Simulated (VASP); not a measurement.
The system is NaI.

```
CELL_PARAMETERS angstrom
0.09982 3.24880 3.24880
3.24880 0.09982 3.24880
3.24880 3.24880 0.09982
ATOMIC_POSITIONS crystal
Na 0.00000 0.00000 0.00000
I 0.50000 0.50000 0.50000
```

This cell differs from its parent crystal: epitaxial 111 strain -2.5%.

Base run:

```yaml
Program: VASP 6.6.1
Functional: r2SCAN
Potentials_or_basis: VASP PAW PBE potentials, release 64 (Na_pv, I)
Cutoff: 520 eV
k_mesh: 8 × 8 × 8
Occupations: gaussian, width 0.01 eV
Spin: no spin polarisation
```

Its results: band gap on the k mesh 4.45 eV, direct; pressure 0.5 GPa.

Problem. The run is repeated on the same cell with these changes: functional from r2SCAN to PBE; k mesh from 8 × 8 × 8 to 4 × 4 × 4. What comes out?

Solution. Band gap on the k mesh 3.64 eV, direct; pressure 1.2 GPa.

Several settings changed at once, so the effect can't be laid on one alone.

Caveats: some runs use coarse meshes; spin-orbit coupling is left out, which moves the levels of the heavy elements; the PAW data sets were made with another functional, which shifts forces and pressure a little (some runs).

